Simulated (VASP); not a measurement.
A run of VASP 6.6.1 is set up as follows.

INCAR

```
SYSTEM = AgCl
PREC     = Accurate       ! precision mode
ENCUT    = 520            ! plane-wave cutoff, eV
EDIFF    = 1E-7           ! SCF threshold, eV
ISMEAR   = -1             ! smearing method
SIGMA    = 0.05           ! smearing width, eV
LREAL    = .False.        ! projectors in reciprocal space
LASPH    = .True.         ! aspherical terms in the spheres
NELM     = 80             ! most SCF steps
ALGO     = Normal         ! electronic algorithm
ISIF     = 2              ! what is computed and relaxed
LWAVE    = .False.        ! write WAVECAR
LCHARG   = .True.         ! write CHGCAR
LELF     = .True.         ! ELF
LVHAR    = .True.       
NBANDS   = 16             ! bands
```

KPOINTS

```
regular mesh
0
Gamma
  8 8 8
  0 0 0
```

The input POSCAR:

```
AgCl
1.0
    0.0000000000      2.6980360093      2.6980360093
    2.6980360093      0.0000000000      2.6980360093
    2.6980360093      2.6980360093      0.0000000000
Ag Cl
1 1
Direct
    0.0000000000      0.0000000000      0.0000000000
    0.5000000000      0.5000000000      0.5000000000
```

Potentials or basis: VASP PAW LDA potentials, release 64 (Ag, Cl).

The run is started by

```bash
$ cat potpaw_LDA.64/Ag/POTCAR potpaw_LDA.64/Cl/POTCAR > POTCAR
$ mpirun -np 1 vasp_std > vasp.out
```

Estimate the pressure.

-1.5 GPa.

What does it give for the band gap on the k mesh?

0.65 eV, indirect (least direct gap 3.27 eV).

 A k mesh can miss the band edges.
